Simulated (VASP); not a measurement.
A run of VASP 6.6.1 is set up as follows.

Contents of INCAR:

```
PREC = Accurate
ENCUT = 520
EDIFF = 1E-6
ISMEAR = -1
SIGMA = 0.02
LREAL = F
LASPH = T
NELM = 80
ALGO = Normal
ISIF = 2
LWAVE = F
LCHARG = F
GGA = PS
NBANDS = 31
```

Contents of KPOINTS:

```
Automatic mesh
0
Gamma
  6 6 4
```

The input POSCAR:

```
HfO2
1.0
    3.5670967558      0.0000000000      0.0000000000
    0.0000000000      3.5670967558      0.0000000000
    0.0000000000      0.0000000000      5.1660573912
Hf O
2 4
Direct
    0.5000000000      0.5000000000      0.5000000000
    0.0000000000      0.0000000000      0.0000000000
    0.0000000000      0.5000000000      0.7000995447
    0.5000000000      0.0000000000      0.7999004553
    0.5000000000      0.0000000000      0.2999004553
    0.0000000000      0.5000000000      0.2000995447
```

Potentials or basis: VASP PAW PBE potentials, release 64 (Hf_pv, O).

Run with:

```bash
$ cat potpaw_PBE.64/Hf_pv/POTCAR potpaw_PBE.64/O/POTCAR > POTCAR
$ mpirun -np 1 vasp_std > vasp.out
```

(1) Predict the pressure.

(2) Estimate the band gap on the k mesh.

(3) Estimate the largest force.

Answers

(1) -3.3 GPa.

(2) 4.57 eV (least direct gap 4.65 eV).

(3) 0.029 eV/Å.

Caveat: the cell stands under tension; the PAW data sets were made with another functional, which shifts forces and pressure a little; spin-orbit coupling is left out, which moves the levels of the heavy elements.
